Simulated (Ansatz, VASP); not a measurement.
## Two plane-wave programs on Pb

```xyz
1
Lattice="-2.0786 2.0786 2.0786 2.0786 -2.0786 2.0786 2.0786 2.0786 -2.0786" Properties=species:S:1:pos:R:3 pbc="T T T"
Pb    0.0000    0.0000    0.0000
```

Change from the starting cell: strain +0.050 along x and y, +0.050 along z, atoms carried along.

Alike in both runs: task single point; functional PBEsol; k mesh 18 × 18 × 18; occupations gaussian, width 0.15 eV; no spin polarisation.

|  | VASP | Ansatz |
| --- | --- | --- |
| version | VASP 6.6.1 | Ansatz 0.2.0 |
| potentials or method | VASP PAW PBE potentials, release 64 (Pb_d), cutoff 520 eV | scalar-relativistic, plane waves, PAW |
| valence electrons in the cell | 14 | 14 |

Ansatz gave:

* gap on the k mesh at the Fermi level (eV): none
* pressure (GPa): -5.5

Q: Estimate VASP's values.

A: gap on the k mesh at the Fermi level (eV): none; pressure (GPa): -5.6.

VASP's potentials were made for PBE, not for PBEsol. A gap of «none» marks a metal or a gap that the smearing closes.

Spin-orbit coupling is off throughout.
